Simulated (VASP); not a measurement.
# AlNi (NiAs type) (P6_3/mmc) in VASP: notebook

Runs on AlNi (NiAs type). Level: PBE. Tasks: single point.

Program: VASP 6.6.1. These are calculated values, not measurements. Logs are shortened: lines on timing, memory, paths and dates and some standing lists are left out, and cuts for length are marked.

## (1) The cell of the first run

It takes space group P6_3/mmc (No. 194, hexagonal). Conventional cell: a = 3.286 Å, b = 3.286 Å, c = 4.868 Å, α = 90.00°, β = 90.00°, γ = 120.00°. Within 3.0 Å of Ni (site symmetry -3m) lie 6 Al at 2.25 Å and 2 Ni at 2.43 Å. Al (site symmetry -6m2) has 6 Ni at 2.25 Å within 3.0 Å.

## (2) Single point, PBE (volume scaled by 0.8)

The input, INCAR:

```
SYSTEM = AlNi
ALGO     = Normal         ! electronic algorithm
EDIFF    = 1E-6           ! SCF threshold, eV
ENCUT    = 520            ! plane-wave cutoff, eV
GGA      = PE             ! functional
ISIF     = 2              ! what is computed and relaxed
ISMEAR   = -1             ! smearing method
LASPH    = .TRUE.         ! aspherical terms in the spheres
LCHARG   = .FALSE.        ! write CHGCAR
LREAL    = .FALSE.        ! projectors in reciprocal space
LWAVE    = .FALSE.        ! write WAVECAR
NBANDS   = 21             ! bands
NELM     = 100            ! most SCF steps
PREC     = Accurate       ! precision mode
SIGMA    = 0.1            ! smearing width, eV
```

The input, KPOINTS:

```
k-points
0
G
  11 11 7
  0 0 0
```

The input, POSCAR:

```
AlNi
1.0
    3.2858842698      0.0000000000      0.0000000000
   -1.6429421349      2.8456592515      0.0000000000
    0.0000000000      0.0000000000      4.8680700332
Ni Al
2 2
Direct
    0.0000000000      0.0000000000      0.0000000000
    0.0000000000      0.0000000000      0.5000000000
    0.3333333333      0.6666666667      0.2500000000
    0.6666666667      0.3333333333      0.7500000000
```

Potentials or basis: VASP PAW PBE potentials, release 64 (Ni, Al).

Launch:

```
> cat potpaw_PBE.64/Ni/POTCAR potpaw_PBE.64/Al/POTCAR > POTCAR
> mpirun -np 1 vasp_std > vasp.out
```

OUTCAR:

```text
SYSTEM = AlNi
   EDIFF = 1E-6
   ENCUT = 520
   GGA = PE
   ISIF = 2
   ISMEAR = -1
   LASPH = .TRUE.
   LREAL = .FALSE.
   NELM = 100
   PREC = Accurate

 ion  position               nearest neighbor table
   1  0.000  0.000  0.000-   3 2.25   4 2.25   3 2.25   4 2.25   4 2.25   3 2.25   2 2.43   2 2.43

   2  0.000  0.000  0.500-   3 2.25   4 2.25   3 2.25   4 2.25   4 2.25   3 2.25   1 2.43   1 2.43

   3  0.333  0.667  0.250-   1 2.25   2 2.25   1 2.25   2 2.25   1 2.25   2 2.25   4 3.09   4 3.09
                             4 3.09   4 3.09   4 3.09   4 3.09
   4  0.667  0.333  0.750-   1 2.25   2 2.25   1 2.25   2 2.25   1 2.25   2 2.25   3 3.09   3 3.09
                             3 3.09   3 3.09   3 3.09   3 3.09

  LATTYP: Found a hexagonal cell.
 ALAT       =     3.2858842698
 C/A-ratio  =     1.4815098870

  Lattice vectors:

 A1 = (   3.2858842698,   0.0000000000,   0.0000000000)
 A2 = (  -1.6429421349,   2.8456592515,   0.0000000000)
 A3 = (   0.0000000000,   0.0000000000,   4.8680700332)

Analysis of symmetry for initial positions (statically):
=====================================================================
 Subroutine PRICEL returns:
 Original cell was already a primitive cell.

 Routine SETGRP: Setting up the symmetry group for a
 hexagonal supercell.

 Subroutine GETGRP returns: Found 24 space group operations
 (whereof 12 operations were pure point group operations)
 out of a pool of 24 trial point group operations.

The static configuration has the point symmetry D_3d.
 The point group associated with its full space group is D_6h.

Analysis of symmetry for dynamics (positions and initial velocities):
=====================================================================
 Subroutine PRICEL returns:
 Original cell was already a primitive cell.

 Routine SETGRP: Setting up the symmetry group for a
 hexagonal supercell.

 Subroutine GETGRP returns: Found 24 space group operations
 (whereof 12 operations were pure point group operations)
 out of a pool of 24 trial point group operations.

The dynamic configuration has the point symmetry D_3d.
 The point group associated with its full space group is D_6h.

 Subroutine INISYM returns: Found 24 space group operations
 (whereof 12 operations are pure point group operations),
 and found     1 'primitive' translations

----------------------------------------------------------------------------------------

                                     Primitive cell

  volume of cell :      45.5189

  direct lattice vectors                    reciprocal lattice vectors
     3.285884270  0.000000000  0.000000000     0.304332082  0.175706209  0.000000000
    -1.642942135  2.845659251  0.000000000     0.000000000  0.351412419  0.000000000
     0.000000000  0.000000000  4.868070033     0.000000000  0.000000000  0.205420216

  length of vectors
     3.285884270  3.285884270  4.868070033     0.351412419  0.351412419  0.205420216

  position of ions in fractional coordinates (direct lattice)
     0.000000000  0.000000000  0.000000000
     0.000000000  0.000000000  0.500000000
     0.333333333  0.666666667  0.250000000
     0.666666667  0.333333333  0.750000000

  ion indices of the primitive-cell ions
   primitive index   ion index
                 1           1
                 2           2
                 3           3
                 4           4

----------------------------------------------------------------------------------------

 KPOINTS: k-points

Automatic generation of k-mesh.
 Grid dimensions read from file:
 generate k-points for:   11   11    7

 Generating k-lattice:

  Cartesian coordinates                     Fractional coordinates (reciprocal lattice)
     0.027666553  0.015973292  0.000000000     0.090909091  0.000000000  0.000000000
     0.000000000  0.031946584  0.000000000     0.000000000  0.090909091  0.000000000
     0.000000000  0.000000000  0.029345745     0.000000000  0.000000000  0.142857143

  Length of vectors
     0.031946584  0.031946584  0.029345745

  Shift w.r.t. Gamma in fractional coordinates (k-lattice)
     0.000000000  0.000000000  0.000000000

 Subroutine IBZKPT returns following result:
 ===========================================

 Found     64 irreducible k-points:

 Following reciprocal coordinates:
            Coordinates               Weight
  0.000000  0.000000  0.000000      1.000000
  0.090909 -0.000000  0.000000      6.000000
  0.181818 -0.000000  0.000000      6.000000
  0.272727  0.000000  0.000000      6.000000
  0.363636 -0.000000  0.000000      6.000000
  0.454545  0.000000  0.000000      6.000000
[... 16 lines left out ...]
  0.090909  0.090909  0.142857     12.000000
  0.181818  0.090909  0.142857     24.000000
 [... further k-points ...]
   k-points           NKPTS =     64   k-points in BZ     NKDIM =     64   number of bands    NBANDS=     21
   number of dos      NEDOS =    301   number of ions     NIONS =      4
   total plane-waves  NPLWV =  20736
   dimension x,y,z NGX =    24 NGY =   24 NGZ =   36
   dimension x,y,z NGXF=    48 NGYF=   48 NGZF=   72
   ions per type =               2   2
   NGX,Y,Z   is equivalent  to a cutoff of  12.14, 12.14, 12.29 a.u.
   NGXF,Y,Z  is equivalent  to a cutoff of  24.29, 24.29, 24.59 a.u.
 SYSTEM =  AlNi
   PREC   = accura    normal or accurate (medium, high low for compatibility)
   ISTART =      0    job   : 0-new  1-cont  2-samecut
   ICHARG =      2    charge: 1-file 2-atom 10-const
   ISPIN  =      1    spin polarized calculation?
   LNONCOLLINEAR =      F non collinear calculations
   LSORBIT =      F    spin-orbit coupling
   LASPH  =      T    aspherical Exc in radial PAW
   ENCUT  =  520.0 eV  38.22 Ry    6.18 a.u.   6.11  6.11  9.05*2*pi/ulx,y,z
   NELM   =    100;   NELMIN=  2; NELMDL= -5     # of ELM steps
   EDIFF  = 0.1E-05   stopping-criterion for ELM
   LREAL  =      F    real-space projection
   EDIFFG = 0.1E-04   stopping-criterion for IOM
   NSW    =      0    number of steps for IOM
   IBRION =     -1    ionic relax: 0-MD 1-quasi-New 2-CG
   NFREE  =      0    steps in history (QN), initial steepest desc. (CG)
   ISIF   =      2    stress and relaxation
   ISYM   =      2    0-nonsym 1-usesym 2-fastsym
   POTIM  = 0.5000    time-step for ionic-motion
   TEBEG  =    0.0;   TEEND  =   0.0 temperature during run
   PSTRESS=    0.0 pullay stress
   NELECT =      26.0000    total number of electrons
   NUPDOWN=      -1.0000    fix difference up-down
   EMIN   =  10.00;   EMAX   =-10.00  energy-range for DOS
   EFERMI =   0.00;   METHOD = LEGACY
   ISMEAR =    -1;   SIGMA  =   0.10  broadening in eV -4-tet -1-fermi 0-gaus
   EFERMI_NEDOS =   21; number of points for ismear=-14 and -15
   IALGO  =     38    algorithm
   IMIX   =      4    mixing-type and parameters
     AMIX     =   0.40;   BMIX     =  1.00
     AMIX_MAG =   1.60;   BMIX_MAG =  1.00
  volume/ion in A,a.u.               =      11.38        76.79
  Fermi-wavevector in a.u.,A,eV,Ry     =   1.358320  2.566852 25.103185  1.845032
  Thomas-Fermi vector in A             =   2.485163
   LORBIT       =      0    0 simple, 1 ext, 2 COOP (PROOUT), +10 PAW based schemes
   GGA     = PE    functional components
   LHFCALC =     F    Hartree Fock is set to
   AEXX    =    0.0000 exact exchange contribution
   IVDW    =     0    specifies the selected vdW correction
   LEPSILON=     F    determine dielectric tensor
   LRPA    =     F    only Hartree local field effects (RPA)
 non-spin polarized calculation
  energy-cutoff  :      520.00
  volume of cell :       45.52
 maximum number of plane-waves:      1240
   NGX = 13   NGY = 13   NGZ = 19

 number of electron      25.9999998 magnetization

 Free energy of the ion-electron system (eV)
  ---------------------------------------------------
  ext. energy  EPLUGINS =         0.00000000
  ---------------------------------------------------
  free energy    TOTEN  =       -18.55615405 eV

  energy without entropy =      -18.50911093  energy(sigma->0) =      -18.53263249

 E-fermi :  10.3902     XC(G=0): -12.1817

 val. band max:       10.3883895091   @ k =   0.3636   0.1818   0.1429
 cond. band min:      10.3966441020   @ k =   0.3636   0.2727   0.4286
 fundamental gap:      0.0082545929
 Fermi energy:        10.3902130878

 k-point     1 :       0.0000    0.0000    0.0000
  band No.  band energies     occupation
      1      -0.7114      2.00000
      2       4.5694      2.00000
      3       5.5316      2.00000
      4       6.4705      2.00000
      5       6.7990      2.00000
      6       6.7990      2.00000
[... 13 lines left out ...]
     20      21.4603      0.00000
     21      21.4603      0.00000

 k-point     2 :       0.0909   -0.0000    0.0000
  band No.  band energies     occupation
      1      -0.5549      2.00000
      2       4.7171      2.00000
      3       5.4895      2.00000
      4       6.4709      2.00000
      5       6.8105      2.00000
      6       6.8532      2.00000
[... 13 lines left out ...]
     20      21.0625      0.00000
     21      21.3843      0.00000

 k-point     3 :       0.1818   -0.0000    0.0000
  band No.  band energies     occupation
      1      -0.0899      2.00000
      2       5.1474      2.00000
      3       5.4082      2.00000
      4       6.4589      2.00000
      5       6.7482      2.00000
      6       6.8181      2.00000
[... 13 lines left out ...]
     20      20.5043      0.00000
     21      21.6962      0.00000

 k-point     4 :       0.2727    0.0000    0.0000
  band No.  band energies     occupation
      1       0.6685      2.00000
      2       5.3347      2.00000
      3       5.8011      2.00000
      4       6.2698      2.00000
      5       6.5070      2.00000
      6       6.7928      2.00000
[... 13 lines left out ...]
     20      20.5431      0.00000
     21      20.9521      0.00000

 k-point     5 :       0.3636   -0.0000    0.0000
  band No.  band energies     occupation
      1       1.6880      2.00000
      2       5.2122      2.00000
      3       5.6195      2.00000
      4       6.4354      2.00000
      5       6.4472      2.00000
      6       6.7518      2.00000
[... 13 lines left out ...]
     20      20.3113      0.00000
     21      20.4219      0.00000

 k-point     6 :       0.4545    0.0000    0.0000
  band No.  band energies     occupation
      1       2.8804      2.00000
      2       4.3336      2.00000
      3       5.3605      2.00000
      4       6.3917      2.00000
      5       6.7024      2.00000
      6       6.7234      2.00000
[... 13 lines left out ...]
     20      19.9767      0.00000
     21      20.3510      0.00000

 k-point     7 :       0.0909    0.0909    0.0000
  band No.  band energies     occupation
      1      -0.2441      2.00000
      2       5.0068      2.00000
      3       5.4317      2.00000
      4       6.4663      2.00000
      5       6.8081      2.00000
      6       6.8119      2.00000
[... 13 lines left out ...]
     20      20.1244      0.00000
     21      20.2454      0.00000
[... 291 lines left out ...]
      1       0.7964      2.00000
      2       4.6147      2.00000
      3       6.1368      2.00000
      4       6.3971      2.00000
      5       6.6012      2.00000
      6       6.8547      2.00000
[... 13 lines left out ...]
     20      20.3492      0.00000
     21      21.5445      0.00000

 k-point    21 :       0.3636   -0.0000    0.1429
  band No.  band energies     occupation
      1       1.8114      2.00000
      2       4.9996      2.00000
      3       5.6008      2.00000
      4       6.3825      2.00000
      5       6.5502      2.00000
      6       6.8154      2.00000
[... 13 lines left out ...]
     20      19.8603      0.00000
     21      21.3328      0.00000

 k-point    22 :       0.4545    0.0000    0.1429
  band No.  band energies     occupation
      1       3.0010      2.00000
      2       4.4099      2.00000
      3       5.2870      2.00000
      4       6.4501      2.00000
      5       6.5331      2.00000
      6       6.7879      2.00000
[... 13 lines left out ...]
     20      19.5885      0.00000
     21      21.2074      0.00000

 k-point    23 :       0.0909    0.0909    0.1429
  band No.  band energies     occupation
      1      -0.1127      2.00000
      2       4.0143      2.00000
      3       6.1800      2.00000
      4       6.5389      2.00000
      5       6.8679      2.00000
      6       6.8778      2.00000
[... 13 lines left out ...]
     20      20.6216      0.00000
     21      21.4794      0.00000

 k-point    24 :       0.1818    0.0909    0.1429
  band No.  band energies     occupation
      1       0.4972      2.00000
      2       4.4407      2.00000
      3       6.1723      2.00000
      4       6.5033      2.00000
      5       6.6561      2.00000
      6       6.8301      2.00000
[... 13 lines left out ...]
     20      20.5812      0.00000
     21      21.0124      0.00000

 [... further k-points ...]

------------------------ aborting loop because EDIFF is reached ----------------------------------------

  FORCE on cell =-STRESS in cart. coord.  units (eV):
  Direction    XX          YY          ZZ          XY          YZ          ZX
  --------------------------------------------------------------------------------------
  -------------------------------------------------------------------------------------
  Total       11.8059494     11.8059494     11.8988959      0.0000000     -0.0000000      0.0000000
  in kB      415.5464009    415.5464009    418.8179346      0.0000000     -0.0000000      0.0000000
  external PRESSURE =     416.6369121 kB  Pullay stress =       0.0000000 kB

 VOLUME and BASIS-vectors are now :
 -----------------------------------------------------------------------------
  energy-cutoff  :      520.00
  volume of cell :       45.52
      direct lattice vectors                 reciprocal lattice vectors
     3.285884270  0.000000000  0.000000000     0.304332082  0.175706209  0.000000000
    -1.642942135  2.845659251  0.000000000     0.000000000  0.351412419  0.000000000
     0.000000000  0.000000000  4.868070033     0.000000000  0.000000000  0.205420216

 POSITION                                       TOTAL-FORCE (eV/Angst)
 -----------------------------------------------------------------------------------
      0.00000      0.00000      0.00000         0.000000      0.000000     -0.000000
      0.00000      0.00000      2.43404         0.000000      0.000000     -0.000000
     -0.00000      1.89711      1.21702        -0.000000      0.000000     -0.000000
      1.64294      0.94855      3.65105         0.000000     -0.000000      0.000000
 -----------------------------------------------------------------------------------
    total drift:                               -0.000000      0.000000      0.000000

  FREE ENERGIE OF THE ION-ELECTRON SYSTEM (eV)
  ---------------------------------------------------
  free  energy   TOTEN  =       -18.5561540469 eV

  energy  without entropy=      -18.5091109282  energy(sigma->0) =      -18.53263249
```

It took 17 s on 1 thread of Intel Xeon 6975P-C (Granite Rapids), shared host; peak memory 0.18 GiB.

What came out:

- Free energy: -18.5562 eV
- Pressure: 41.7 GPa
- Band gap on the k mesh: zero (band 13 reaches 13.89 eV, above the bottom of band 14 at 8.96 eV)

Stress tensor (GPa, compression positive):
```
41.55  0.00  0.00
 0.00 41.55  0.00
 0.00  0.00 41.88
```

[end of part 1 of 2]
